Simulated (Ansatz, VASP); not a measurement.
**ZnSe3 in VASP and in Ansatz**

```
CELL_PARAMETERS angstrom
7.66896 0.00000 0.00000
-3.83448 6.64151 0.00000
0.00000 0.00000 4.11543
ATOMIC_POSITIONS crystal
Zn 0.33333 0.66667 0.75000
Zn 0.66667 0.33333 0.25000
Se 0.84832 0.69663 0.25000
Se 0.30337 0.15168 0.25000
Se 0.84832 0.15168 0.25000
Se 0.15168 0.30337 0.75000
Se 0.69663 0.84832 0.75000
Se 0.15168 0.84832 0.75000
```

Alike in both runs: functional PBE; k mesh 6 × 6 × 10; occupations gaussian, width 0.1 eV; no spin polarisation.

Ansatz relaxed the structure, and its values are those at the end. VASP's run is a single point on that final structure, the one shown.

|  | VASP | Ansatz |
| --- | --- | --- |
| version | VASP 6.6.1 | Ansatz 0.2.0 |
| potentials or method | VASP PAW PBE potentials, release 64 (Zn, Se), cutoff 500 eV | scalar-relativistic, plane waves, PAW |
| valence electrons in the cell | 60 | 120 |

Ansatz gave:

```
gap on the k mesh at the Fermi level (eV) : none
pressure (GPa)                            : 0.0
rms of the force components (eV/Å)        : 0.000
```

Task: Estimate VASP's values.

Result: gap on the k mesh at the Fermi level (eV): none; pressure (GPa): 0.1; rms of the force components (eV/Å): 0.013.

A gap of «none» marks a metal or a gap that the smearing closes. The functional is the same, so the differences come from potentials, cutoffs and numerics. VASP's potentials hold 60 valence electrons a cell and Ansatz's 120, so a difference there can come from the potentials and not from the codes.
